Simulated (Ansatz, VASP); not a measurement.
# Two plane-wave programs on In3As

```xyz
4
Lattice="-2.9778 2.9778 2.9778 2.9778 -2.9778 2.9778 2.9778 2.9778 -2.9778" Properties=species:S:1:pos:R:3 pbc="T T T"
In    2.9778    0.0000    0.0000
In    0.0000    2.9778    0.0000
In    0.0000    0.0000    2.9778
As    0.0000    0.0000    0.0000
```

Alike in both runs: functional PBE; k mesh 4 × 4 × 4; occupations gaussian, width 0.1 eV; no spin polarisation.

Ansatz relaxed the structure, and its values are those at the end. VASP's run is a single point on that final structure, the one shown.

|  | VASP | Ansatz |
| --- | --- | --- |
| version | VASP 6.6.1 | Ansatz 0.2.0 |
| potentials or method | VASP PAW PBE potentials, release 64 (In_d, As), cutoff 520 eV | scalar-relativistic, plane waves, PAW |
| valence electrons in the cell | 44 | 54 |

|  | VASP | Ansatz | Ansatz less VASP |
| --- | --- | --- | --- |
| gap on the k mesh at the Fermi level (eV) | none | none | - |
| pressure (GPa) | 0.2 | 0.2 | 0.00 |

A gap of «none» marks a metal or a gap that the smearing closes. With one functional, cell and mesh, what is left measures potentials, basis and numerics. VASP's potentials hold 44 valence electrons a cell and Ansatz's 54, so a difference there can come from the potentials and not from the codes.

The k mesh is coarse, so the values compare programs but aren't converged.
